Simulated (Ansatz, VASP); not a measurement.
## One calculation of SrO, two programs

File POSCAR:

```
SrO
1.0
    3.3893519944      0.0000000000      0.0000000000
   -1.6946759972      3.0858546358      0.0000000000
    0.0000000000      0.0000000000      6.2551048169
Sr O
2 2
Direct
    0.0000000000      0.0000000000      0.0000000000
    0.0000000000      0.0000000000      0.5000000000
    0.3282860134      0.6565720269      0.2500000000
    0.6717139866      0.3434279731      0.7500000000
```

INCAR.step1

```
SYSTEM = SrO
ALGO     = Normal         ! electronic algorithm
EDIFF    = 1E-4           ! SCF threshold, eV
ENCUT    = 520            ! plane-wave cutoff, eV
GGA      = PE             ! functional
ISMEAR   = 0              ! smearing method
LASPH    = .TRUE.         ! aspherical terms in the spheres
LCHARG   = .FALSE.        ! write CHGCAR
LREAL    = .FALSE.        ! projectors in reciprocal space
LWAVE    = .TRUE.         ! write WAVECAR
NBANDS   = 24             ! bands
NELM     = 60             ! most SCF steps
PREC     = Accurate       ! precision mode
SIGMA    = 0.01           ! smearing width, eV
```

File INCAR.step2:

```
SYSTEM = SrO
ALGO     = Normal         ! electronic algorithm
EDIFF    = 1E-6           ! SCF threshold, eV
ENCUT    = 520            ! plane-wave cutoff, eV
ISIF     = 2              ! what is computed and relaxed
ISMEAR   = 0              ! smearing method
ISTART   = 1            
LASPH    = .TRUE.         ! aspherical terms in the spheres
LCHARG   = .FALSE.        ! write CHGCAR
LMIXTAU  = .TRUE.       
LREAL    = .FALSE.        ! projectors in reciprocal space
LWAVE    = .FALSE.        ! write WAVECAR
METAGGA  = R2SCAN         ! meta-GGA
NBANDS   = 24             ! bands
NELM     = 60             ! most SCF steps
PREC     = Accurate       ! precision mode
SIGMA    = 0.01           ! smearing width, eV
```

Contents of KPOINTS:

```
k-points
0
G
  12 12 4
  0 0 0
```

Input for Ansatz:

```yaml
crystal:
  lattice:
    - [3.3893519944, 0.0, 0.0]
    - [-1.6946759972, 3.0858546358, 0.0]
    - [0.0, 0.0, 6.2551048169]
  atoms:
    - { symbol: Sr, position: [0.0, 0.0, 0.0] }
    - { symbol: Sr, position: [0.0, 0.0, 0.5] }
    - { symbol: O, position: [0.3282860134, 0.6565720269, 0.25] }
    - { symbol: O, position: [0.6717139866, 0.3434279731, 0.75] }
kpoints:
  mp_grid: { grid: [12, 12, 4] }
  band_path:
    path:
      - [0.0, 0.0, 0.0]
      - [0.5, 0.0, 0.0]
      - [0.3333333333, 0.3333333333, 0.0]
      - [0.0, 0.0, 0.5]
      - [0.5, 0.0, 0.5]
      - [0.3333333333, 0.3333333333, 0.5]
    npoints: 1
hamiltonian:
  xc: r2scan
scf:
  occupations: { method: fixed }
  n_extra_bands: 5
output:
  forces: true
  stress: true
  eigenvalues: true
  write_density: true
  write_potential: true
  elf: true
  volumetric_format: npy
```

Change from the starting cell: uniaxial_x strain -4.9%.

Alike in both runs: task single point; functional r2SCAN; k mesh 12 × 12 × 4; no spin polarisation.

|  | VASP | Ansatz |
| --- | --- | --- |
| version | VASP 6.6.1 | Ansatz 0.2.0 |
| potentials or method | VASP PAW PBE potentials, release 64 (Sr_sv, O) | plane waves, PAW |
| plane-wave cutoff (eV) | 520 | 500 |
| occupations | gaussian, width 0.01 eV | fixed |
| valence electrons in the cell | 32 | 32 |

|  | VASP | Ansatz | Ansatz less VASP |
| --- | --- | --- | --- |
| gap on the k mesh at the Fermi level (eV) | 3.84 | 3.89 | +0.049 |
| pressure (GPa) | 5.5 | 4.7 | -0.72 |
| traceless stress, the component that is largest in VASP (GPa) | 4.36 | 4.39 | +0.029 |

VASP's potentials were made for PBE, not for r2SCAN.
